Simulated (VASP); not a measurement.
A run of VASP 6.6.1:

The input POSCAR:

```
BN
1.0
    2.5178942316      0.0000000000      0.0000000000
   -1.2589471158      2.1805603686      0.0000000000
    0.0000000000      0.0000000000      4.1647815285
B N
2 2
Direct
    0.3333333333      0.6666666667     -0.0003036371
    0.6666666667      0.3333333333      0.4996963629
    0.3333333333      0.6666666667      0.3743036371
    0.6666666667      0.3333333333      0.8743036371
```

Contents of INCAR.step1:

```
SYSTEM = BN
  ALGO = Normal
  EDIFF = 1E-4
  ENCUT = 520
  GGA = PE
  ISMEAR = 0
  LASPH = .TRUE.
  LCHARG = .FALSE.
  LREAL = .FALSE.
  LWAVE = .TRUE.
  NELM = 80
  PREC = Accurate
  SIGMA = 0.02
```

INCAR.step2

```
SYSTEM = BN
  ALGO = Normal
  EDIFF = 1E-6
  EDIFFG = -0.002
  ENCUT = 520
  IBRION = 2
  ISIF = 2
  ISMEAR = 0
  ISTART = 1
  LASPH = .TRUE.
  LCHARG = .FALSE.
  LMIXTAU = .TRUE.
  LREAL = .FALSE.
  LWAVE = .FALSE.
  METAGGA = R2SCAN
  NELM = 80
  NSW = 60
  PREC = Accurate
  SIGMA = 0.02
```

The input KPOINTS:

```
k-points
0
G
  9 9 6
  0 0 0
```

Potentials or basis: VASP PAW PBE potentials, release 64 (B, N).

Run with:

```bash
$ cat potpaw_PBE.64/B/POTCAR potpaw_PBE.64/N/POTCAR > POTCAR
$ cp INCAR.step1 INCAR
$ mpirun -np 1 vasp_std > vasp.out
$ cp INCAR.step2 INCAR
$ mpirun -np 1 vasp_std > vasp.out
```

Hardware: 1 thread of Intel(R) Xeon(R) Platinum 8488C (Sapphire Rapids), on a shared host.

Question: How long does it take, and how much memory?

Answer: Run time: 76 s on 1 thread of Intel(R) Xeon(R) Platinum 8488C (Sapphire Rapids), with other jobs on the host, peak memory 0.14 GiB. Counts: k points 48, ion steps 3.
